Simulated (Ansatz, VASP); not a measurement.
# One calculation of LiH, two programs

```
Li H
1.0
     0.00000    2.11586    2.11586
     2.11586    0.00000    2.11586
     2.11586    2.11586    0.00000
Li H
1 1
Direct
  0.00000 0.00000 0.00000
  0.25000 0.25000 0.25000
```

Change from the starting cell: volume scaled by 0.96.

Alike in both runs: task single point; functional PBE; k mesh 13 × 13 × 13; occupations fermi-dirac, width 0.05 eV; no spin polarisation.

|  | VASP | Ansatz |
| --- | --- | --- |
| version | VASP 6.6.1 | Ansatz 0.2.0 |
| potentials or method | VASP PAW PBE potentials, release 64 (Li_sv, H), cutoff 520 eV | all-electron LAPW, scalar-relativistic |

|  | VASP | Ansatz | Ansatz less VASP |
| --- | --- | --- | --- |
| gap on the k mesh at the Fermi level (eV) | 4.39 | 4.39 | -0.007 |

Ansatz ran all-electron here, and VASP with PAW potentials.

Noted on VASP's run: the cutoff is short for stress, so the pressure is rough.
